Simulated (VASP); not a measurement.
# SiC (m.bgw) (F-43m) in VASP: single point with PBE

Aim: the single point of SiC (m.bgw) with PBE.

All numbers are computed with VASP 6.6.1; they aren't measurements. Logs are shortened: lines on timing, memory, paths and dates and some standing lists are left out, and cuts for length are marked.

## 1. The cell of the first run

Symmetry: F-43m, No. 216, cubic system. The conventional cell has a = 4.380 Å, b = 4.380 Å, c = 4.380 Å, α = 90.00°, β = 90.00°, γ = 90.00°. Si (site symmetry -43m) has 4 C at 1.90 Å within 2.5 Å. Within 2.5 Å of C (site symmetry -43m) lie 4 Si at 1.90 Å.

## 2. Single point, PBE

INCAR reads:

```
SYSTEM = SiC
PREC = Accurate
ENCUT = 600
EDIFF = 1E-6
ISMEAR = 0
SIGMA = 0.01
LREAL = .FALSE.
LASPH = .TRUE.
NELM = 120
ALGO = Normal
ISIF = 2
LWAVE = .FALSE.
LCHARG = .FALSE.
GGA = PE
NBANDS = 11
GGA_COMPAT = .FALSE.
```

KPOINTS reads:

```
regular mesh
0
G
  6 6 6
  0 0 0
```

POSCAR reads:

```
SiC
1.0
    0.0000000000      2.1898722433      2.1898722433
    2.1898722433      0.0000000000      2.1898722433
    2.1898722433      2.1898722433      0.0000000000
Si C
1 1
Direct
    0.0000000000      0.0000000000      0.0000000000
    0.2500000000      0.2500000000      0.2500000000
```

Potentials or basis: VASP PAW PBE potentials, release 64 (Si, C).

Launch:

```bash
> cat potpaw_PBE.64/Si/POTCAR potpaw_PBE.64/C/POTCAR > POTCAR
> mpirun -np 1 vasp_std > vasp.out
```

OUTCAR:

```text
SYSTEM = SiC
   PREC = Accurate
   ENCUT = 600
   EDIFF = 1E-6
   ISMEAR = 0
   LREAL = .FALSE.
   LASPH = .TRUE.
   NELM = 120
   ISIF = 2
   GGA = PE

 ion  position               nearest neighbor table
   1  0.000  0.000  0.000-   2 1.90   2 1.90   2 1.90   2 1.90
   2  0.250  0.250  0.250-   1 1.90   1 1.90   1 1.90   1 1.90

  LATTYP: Found a face centered cubic cell.
 ALAT       =     4.3797444866

  Lattice vectors:

 A1 = (   0.0000000000,   2.1898722433,   2.1898722433)
 A2 = (   2.1898722433,   0.0000000000,   2.1898722433)
 A3 = (   2.1898722433,   2.1898722433,   0.0000000000)

Analysis of symmetry for initial positions (statically):
=====================================================================
 Subroutine PRICEL returns:
 Original cell was already a primitive cell.

 Routine SETGRP: Setting up the symmetry group for a
 face centered cubic supercell.

 Subroutine GETGRP returns: Found 24 space group operations
 (whereof 24 operations were pure point group operations)
 out of a pool of 48 trial point group operations.

The static configuration has the point symmetry T_d .

Analysis of symmetry for dynamics (positions and initial velocities):
=====================================================================
 Subroutine PRICEL returns:
 Original cell was already a primitive cell.

 Routine SETGRP: Setting up the symmetry group for a
 face centered cubic supercell.

 Subroutine GETGRP returns: Found 24 space group operations
 (whereof 24 operations were pure point group operations)
 out of a pool of 48 trial point group operations.

The dynamic configuration has the point symmetry T_d .

 Subroutine INISYM returns: Found 24 space group operations
 (whereof 24 operations are pure point group operations),
 and found     1 'primitive' translations

----------------------------------------------------------------------------------------

                                     Primitive cell

  volume of cell :      21.0032

  direct lattice vectors                    reciprocal lattice vectors
     0.000000000  2.189872243  2.189872243    -0.228323822  0.228323822  0.228323822
     2.189872243  0.000000000  2.189872243     0.228323822 -0.228323822  0.228323822
     2.189872243  2.189872243  0.000000000     0.228323822  0.228323822 -0.228323822

  length of vectors
     3.096947026  3.096947026  3.096947026     0.395468460  0.395468460  0.395468460

  position of ions in fractional coordinates (direct lattice)
     0.000000000  0.000000000  0.000000000
     0.250000000  0.250000000  0.250000000

  ion indices of the primitive-cell ions
   primitive index   ion index
                 1           1
                 2           2

----------------------------------------------------------------------------------------

 KPOINTS: regular mesh

Automatic generation of k-mesh.
 Grid dimensions read from file:
 generate k-points for:    6    6    6

 Generating k-lattice:

  Cartesian coordinates                     Fractional coordinates (reciprocal lattice)
    -0.038053970  0.038053970  0.038053970     0.166666667  0.000000000  0.000000000
     0.038053970 -0.038053970  0.038053970     0.000000000  0.166666667  0.000000000
     0.038053970  0.038053970 -0.038053970     0.000000000  0.000000000  0.166666667

  Length of vectors
     0.065911410  0.065911410  0.065911410

  Shift w.r.t. Gamma in fractional coordinates (k-lattice)
     0.000000000  0.000000000  0.000000000

 Subroutine IBZKPT returns following result:
 ===========================================

 Found     16 irreducible k-points:

 Following reciprocal coordinates:
            Coordinates               Weight
  0.000000  0.000000  0.000000      1.000000
  0.166667  0.000000  0.000000      8.000000
  0.333333  0.000000  0.000000      8.000000
  0.500000  0.000000  0.000000      4.000000
  0.166667  0.166667  0.000000      6.000000
  0.333333  0.166667  0.000000     24.000000
[... 8 lines left out ...]
 -0.333333  0.333333  0.166667     24.000000
 -0.333333  0.500000  0.166667     12.000000
   k-points           NKPTS =     16   k-points in BZ     NKDIM =     16   number of bands    NBANDS=     11
   number of dos      NEDOS =    301   number of ions     NIONS =      2
   total plane-waves  NPLWV =  21952
   dimension x,y,z NGX =    28 NGY =   28 NGZ =   28
   dimension x,y,z NGXF=    56 NGYF=   56 NGZF=   56
   ions per type =               1   1
   NGX,Y,Z   is equivalent  to a cutoff of  15.03, 15.03, 15.03 a.u.
   NGXF,Y,Z  is equivalent  to a cutoff of  30.06, 30.06, 30.06 a.u.
 SYSTEM =  SiC
   PREC   = accura    normal or accurate (medium, high low for compatibility)
   ISTART =      0    job   : 0-new  1-cont  2-samecut
   ICHARG =      2    charge: 1-file 2-atom 10-const
   ISPIN  =      1    spin polarized calculation?
   LNONCOLLINEAR =      F non collinear calculations
   LSORBIT =      F    spin-orbit coupling
   LASPH  =      T    aspherical Exc in radial PAW
   ENCUT  =  600.0 eV  44.10 Ry    6.64 a.u.   6.19  6.19  6.19*2*pi/ulx,y,z
   NELM   =    120;   NELMIN=  2; NELMDL= -5     # of ELM steps
   EDIFF  = 0.1E-05   stopping-criterion for ELM
   LREAL  =      F    real-space projection
   EDIFFG = 0.1E-04   stopping-criterion for IOM
   NSW    =      0    number of steps for IOM
   IBRION =     -1    ionic relax: 0-MD 1-quasi-New 2-CG
   NFREE  =      0    steps in history (QN), initial steepest desc. (CG)
   ISIF   =      2    stress and relaxation
   ISYM   =      2    0-nonsym 1-usesym 2-fastsym
   POTIM  = 0.5000    time-step for ionic-motion
   TEBEG  =    0.0;   TEEND  =   0.0 temperature during run
   PSTRESS=    0.0 pullay stress
   NELECT =       8.0000    total number of electrons
   NUPDOWN=      -1.0000    fix difference up-down
   EMIN   =  10.00;   EMAX   =-10.00  energy-range for DOS
   EFERMI =   0.00;   METHOD = LEGACY
   ISMEAR =     0;   SIGMA  =   0.01  broadening in eV -4-tet -1-fermi 0-gaus
   EFERMI_NEDOS =   21; number of points for ismear=-14 and -15
   IALGO  =     38    algorithm
   IMIX   =      4    mixing-type and parameters
     AMIX     =   0.40;   BMIX     =  1.00
     AMIX_MAG =   1.60;   BMIX_MAG =  1.00
  volume/ion in A,a.u.               =      10.50        70.87
  Fermi-wavevector in a.u.,A,eV,Ry     =   1.186705  2.242547 19.160655  1.408268
  Thomas-Fermi vector in A             =   2.322872
   LORBIT       =      0    0 simple, 1 ext, 2 COOP (PROOUT), +10 PAW based schemes
   GGA     = PE    functional components
   LHFCALC =     F    Hartree Fock is set to
   AEXX    =    0.0000 exact exchange contribution
   IVDW    =     0    specifies the selected vdW correction
   LEPSILON=     F    determine dielectric tensor
   LRPA    =     F    only Hartree local field effects (RPA)
 non-spin polarized calculation
 Gauss-broadening in eV      SIGMA  =   0.01
  energy-cutoff  :      600.00
  volume of cell :       21.00
 maximum number of plane-waves:       725
 NGX is ok and might be reduce to    28
   NGX = 13   NGY = 13   NGZ = 13

 number of electron       8.0000000 magnetization

 Free energy of the ion-electron system (eV)
  ---------------------------------------------------
  ext. energy  EPLUGINS =         0.00000000
  ---------------------------------------------------
  free energy    TOTEN  =       -15.05159558 eV

  energy without entropy =      -15.05159558  energy(sigma->0) =      -15.05159558

 E-fermi :   8.0703     XC(G=0): -11.2891

 val. band max:        7.9470774190   @ k =   0.0000   0.0000   0.0000
 cond. band min:       9.3121117311   @ k =   0.5000   0.5000   0.0000
 fundamental gap:      1.3650343122
 Fermi energy:         8.0702857068

 k-point     1 :       0.0000    0.0000    0.0000
  band No.  band energies     occupation
      1      -7.3427      2.00000
      2       7.9471      2.00000
      3       7.9471      2.00000
      4       7.9471      2.00000
      5      14.0045      0.00000
      6      15.1457      0.00000
      7      15.1457      0.00000
      8      15.1457      0.00000
      9      22.3611      0.00000
     10      22.3611      0.00000
     11      24.1920      0.00000

 k-point     2 :       0.1667    0.0000    0.0000
  band No.  band energies     occupation
      1      -6.8097      2.00000
      2       5.5853      2.00000
      3       7.6181      2.00000
      4       7.6181      2.00000
      5      14.1511      0.00000
      6      15.6622      0.00000
      7      15.6622      0.00000
      8      16.1597      0.00000
      9      20.8466      0.00000
     10      20.8466      0.00000
     11      23.4896      0.00000

 k-point     3 :       0.3333    0.0000    0.0000
  band No.  band energies     occupation
      1      -5.3030      2.00000
      2       1.8163      2.00000
      3       7.1059      2.00000
      4       7.1059      2.00000
      5      13.4968      0.00000
      6      15.5095      0.00000
      7      15.5095      0.00000
      8      17.7540      0.00000
      9      22.1155      0.00000
     10      22.1155      0.00000
     11      23.0507      0.00000

 k-point     4 :       0.5000    0.0000    0.0000
  band No.  band energies     occupation
      1      -3.8302      2.00000
      2      -0.5097      2.00000
      3       6.8980      2.00000
      4       6.8980      2.00000
      5      13.2427      0.00000
      6      15.1079      0.00000
      7      15.1079      0.00000
      8      17.9158      0.00000
      9      23.9640      0.00000
     10      25.0198      0.00000
     11      25.0198      0.00000
[... 127 lines left out ...]
 k-point    14 :       0.5000    0.3333    0.1667
  band No.  band energies     occupation
      1      -4.0365      2.00000
      2       2.0183      2.00000
      3       3.8852      2.00000
      4       5.5502      2.00000
      5      12.8116      0.00000
      6      15.6012      0.00000
      7      16.4045      0.00000
      8      19.4835      0.00000
      9      21.1120      0.00000
     10      24.5891      0.00000
     11      28.3344      0.00000

 k-point    15 :      -0.3333    0.3333    0.1667
  band No.  band energies     occupation
      1      -2.7604      2.00000
      2       0.6228      2.00000
      3       3.2747      2.00000
      4       4.8606      2.00000
      5      13.0407      0.00000
      6      15.7271      0.00000
      7      18.1077      0.00000
      8      19.1461      0.00000
      9      20.6826      0.00000
     10      24.2674      0.00000
     11      28.8601      0.00000

 k-point    16 :      -0.3333    0.5000    0.1667
  band No.  band energies     occupation
      1      -2.2294      2.00000
      2       0.6901      2.00000
      3       3.4927      2.00000
      4       3.6150      2.00000
      5      11.9205      0.00000
      6      14.9489      0.00000
      7      18.6462      0.00000
      8      20.0046      0.00000
      9      21.9487      0.00000
     10      25.5073      0.00000
     11      28.8226      0.00000

------------------------ aborting loop because EDIFF is reached ----------------------------------------

  FORCE on cell =-STRESS in cart. coord.  units (eV):
  Direction    XX          YY          ZZ          XY          YZ          ZX
  --------------------------------------------------------------------------------------
  -------------------------------------------------------------------------------------
  Total       -0.0192680     -0.0192680     -0.0192680      0.0000000      0.0000000      0.0000000
  in kB       -1.4698076     -1.4698076     -1.4698076      0.0000000      0.0000000      0.0000000
  external PRESSURE =      -1.4698076 kB  Pullay stress =       0.0000000 kB

 VOLUME and BASIS-vectors are now :
 -----------------------------------------------------------------------------
  energy-cutoff  :      600.00
  volume of cell :       21.00
      direct lattice vectors                 reciprocal lattice vectors
     0.000000000  2.189872243  2.189872243    -0.228323822  0.228323822  0.228323822
     2.189872243  0.000000000  2.189872243     0.228323822 -0.228323822  0.228323822
     2.189872243  2.189872243  0.000000000     0.228323822  0.228323822 -0.228323822

 POSITION                                       TOTAL-FORCE (eV/Angst)
 -----------------------------------------------------------------------------------
      0.00000      0.00000      0.00000         0.000000     -0.000000     -0.000000
      1.09494      1.09494      1.09494        -0.000000      0.000000      0.000000
 -----------------------------------------------------------------------------------
    total drift:                               -0.000000     -0.000000     -0.000000

  FREE ENERGIE OF THE ION-ELECTRON SYSTEM (eV)
  ---------------------------------------------------
  free  energy   TOTEN  =       -15.0515955754 eV

  energy  without entropy=      -15.0515955754  energy(sigma->0) =      -15.05159558
```

It took 4.1 s on 1 thread of Intel Xeon 6975P-C (Granite Rapids), shared host; peak memory 0.14 GiB.

What came out:

| Quantity | Value |
| --- | --- |
| Free energy | -15.0516 eV |
| Pressure | -0.1 GPa |
| Band gap on the k mesh | 1.36 eV, indirect (least direct gap 4.52 eV) |

A k mesh can miss the band edges. PBE gaps usually lie below the measured ones, often by a third to a half.
